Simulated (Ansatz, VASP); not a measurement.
**Al: VASP beside Ansatz**

```
CELL_PARAMETERS angstrom
0.00000 2.02081 2.02081
2.02081 0.00000 2.02081
2.02081 2.02081 0.00000
ATOMIC_POSITIONS crystal
Al 0.00000 0.00000 0.00000
```

Alike in both runs: functional PBE; k mesh 18 × 18 × 18; occupations gaussian, width 0.1 eV; no spin polarisation.

Ansatz relaxed the structure, and its values are those at the end. VASP's run is a single point on that final structure, the one shown.

```csv
,VASP,Ansatz
version,VASP 6.6.1,Ansatz 0.2.0
potentials or method,"VASP PAW PBE potentials, release 64 (Al), cutoff 520 eV","scalar-relativistic, plane waves, PAW"
valence electrons in the cell,3,3
```

|  | VASP | Ansatz | Ansatz less VASP |
| --- | --- | --- | --- |
| gap on the k mesh at the Fermi level (eV) | none | none | - |
| pressure (GPa) | -0.1 | 0.0 | +0.04 |

A gap of «none» marks a metal or a gap that the smearing closes.
